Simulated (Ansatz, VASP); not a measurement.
# LaTe in VASP and in Ansatz

INCAR

```
SYSTEM = LaTe
PREC = Accurate ; ENCUT = 520
EDIFF = 1E-6 ; ISMEAR = -1
SIGMA = 0.08 ; LREAL = .False.
LASPH = .True. ; NELM = 100
ALGO = Normal ; ISIF = 2
LWAVE = .False. ; LCHARG = .False.
NBANDS = 16
```

Contents of KPOINTS:

```
Automatic mesh
0
Gamma
  10 10 10
  0 0 0
```

File POSCAR:

```
LaTe
1.0
   -0.0321100000      3.1949450000      3.1949450000
    3.1949450000     -0.0321100000      3.1949450000
    3.1949450000      3.1949450000     -0.0321100000
La Te
1 1
Direct
    0.0000000000      0.0000000000      0.0000000000
    0.5000000000      0.5000000000      0.5000000000
```

Input for Ansatz:

```yaml
crystal:
  lattice:
    - [-0.03211, 3.194945, 3.194945]
    - [3.194945, -0.03211, 3.194945]
    - [3.194945, 3.194945, -0.03211]
  atoms:
    - { symbol: La, position: [0.0, 0.0, 0.0] }
    - { symbol: Te, position: [0.5, 0.5, 0.5] }
kpoints:
  mp_grid: { grid: [10, 10, 10] }
  band_path:
    path:
      - [0.0, 0.0, 0.0]
      - [0.5, 0.5, 0.5]
      - [0.2525443832, 0.5, 0.7474556168]
      - [-0.2525443832, 0.2525443832, 0.5]
      - [0.0, 0.0, 0.5]
      - [0.0, 0.0, 0.0]
      - [-0.3762721916, 0.0, 0.3762721916]
      - [0.0, 0.3762721916, 0.6237278084]
      - [0.0, 0.5, 0.5]
    npoints: 5
scf:
  occupations: { method: fermi_dirac, width: 0.08 }
hamiltonian:
  xc: lda
  pseudopotentials: { kind: all_electron, lapw: { basis_error: 0.001 } }
output:
  forces: true
  stress: true
  eigenvalues: true
```

Change from the starting cell: equal xy, yz and zx shear strains of -1 %.

Alike in both runs: task single point; functional LDA; k mesh 10 × 10 × 10; occupations fermi-dirac, width 0.08 eV; no spin polarisation.

|  | VASP | Ansatz |
| --- | --- | --- |
| version | VASP 6.6.1 | Ansatz 0.2.0 |
| potentials or method | VASP PAW LDA potentials, release 64 (La, Te), cutoff 520 eV | all-electron LAPW, scalar-relativistic |

```csv
,VASP,Ansatz,Ansatz less VASP
pressure (GPa),-2.1,-2.1,-0.03
"traceless stress, the component that is largest in VASP (GPa)",0.09,0.09,0.000
```

LDA's correlation is that of Perdew and Zunger in VASP and of Perdew and Wang (1992) in Ansatz. Ansatz ran all-electron here, and VASP with PAW potentials.

Spin-orbit coupling is off throughout.
